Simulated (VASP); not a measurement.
Runs of VASP 6.6.1 on C. The structure is that of space group Fd-3m (No. 227), or close to it. The cells are those of the table. 

```tsv
task	cell	gap on the mesh (eV)	pressure (GPa)	largest force (eV/Å)
electric field gradients	a = 2.479 Å, angles 60.0°, 2 atoms	4.23	12.3	-
single point	a = 2.505 Å, angles 60.0°, 2 atoms	4.15	(c)	-
electric field gradients	a = 2.572 Å, angles 60.0°, 2 atoms	3.96	-33.8	-
single point	a = 2.539 Å, angles 60.0°, 2 atoms	4.05	(b)	-
electric field gradients	a = 2.535 Å, angles 59.3°, 2 atoms	(a)	-11.5	0.04
single point	a = 2.530 Å, angles 60.0°, 2 atoms	4.08	-15.8	-
single point	a = 2.501 Å, angles 60.0°, 2 atoms	4.16	-0.4	-
electric field gradients	a = 2.560 Å, angles 58.0°, 2 atoms	3.99	-10.3	0.03
electric field gradients	a = 2.471 Å, angles 60.0°, 2 atoms	4.26	17.8	-
single point	a = 2.471 Å, angles 60.0°, 2 atoms	4.26	17.8	-
```

Alike in all rows: level LDA; potentials or basis VASP PAW LDA potentials, release 64 (C); no spin polarisation; k mesh 20 × 20 × 20; cutoff (eV) 520; smearing fermi-dirac 0.08 eV.

Q: Fill in the values left out.

A: (a) 4.09; (b) -19.7; (c) -2.8.

A k mesh can miss the band edges.
